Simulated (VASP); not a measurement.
## Mg: single point with LDA

Mg:

```
CELL_PARAMETERS angstrom
3.13250 0.00000 0.00000
-1.56625 2.71283 0.00000
0.00000 0.00000 5.08489
ATOMIC_POSITIONS crystal
Mg 0.33333 0.66667 0.25000
Mg 0.66667 0.33333 0.75000
```

```
Program             : VASP 6.6.1
Task                : single point
Functional          : LDA
Potentials or basis : VASP PAW LDA potentials, release 64 (Mg)
Cutoff              : 520 eV
k mesh              : 7 × 7 × 4
Occupations         : fermi-dirac, width 0.1 eV
Spin                : no spin polarisation
```

* Pressure: -0.1 GPa
* Band gap on the k mesh: zero (band 2 reaches 3.58 eV, above the bottom of band 3 at 1.52 eV)

Stress tensor (GPa, compression positive):
```
-1.04  0.00  0.00
 0.00 -1.04  0.00
 0.00  0.00  1.83
```

Levels at points of the mesh, in eV from the Fermi level:
| k point | band 1 | band 2 | band 3 | band 4 | band 5 |
| --- | --- | --- | --- | --- | --- |
| (0.00, 0.00, 0.00) | -7.20 | -1.77 | -1.29 | 11.23 | 11.23 |
| (0.00, 0.00, 0.50) | -5.76 | -5.76 | 5.18 | 5.18 | 11.98 |

Run time: 6.3 s on 1 thread of Intel(R) Xeon(R) Platinum 8488C (Sapphire Rapids), with other jobs on the host, peak memory 0.14 GiB.
